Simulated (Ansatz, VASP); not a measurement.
**SrO: VASP beside Ansatz**

```xyz
4
Lattice="4.2755 0.0000 0.0000 -2.1377 3.7027 0.0000 0.0000 0.0000 5.1556" Properties=species:S:1:pos:R:3 pbc="T T T"
Sr    0.0000    2.4684    4.8366
Sr    2.1377    1.2342    2.2588
O     0.0000    2.4684    2.2523
O     2.1377    1.2342    4.8301
```

Alike in both runs: task relaxation of cell and atoms; functional BLYP; dispersion D3(BJ); k mesh 6 × 6 × 4; occupations fermi-dirac, width 0.01 eV; no spin polarisation.

|  | VASP | Ansatz |
| --- | --- | --- |
| version | VASP 6.6.1 | Ansatz 0.2.0 |
| potentials or method | VASP PAW PBE potentials, release 64 (Sr_sv, O), cutoff 600 eV | plane waves, PAW |
| valence electrons in the cell | 32 | 32 |

|  | VASP | Ansatz | Ansatz less VASP |
| --- | --- | --- | --- |
| relaxed volume (Å³/atom) | 20.30 | 20.19 | -0.115 |
| relaxed length of the cell vector where the two differ most in proportion (Å) | 4.261 | 4.252 | -0.0086 |

VASP's potentials were made for PBE, not for BLYP.
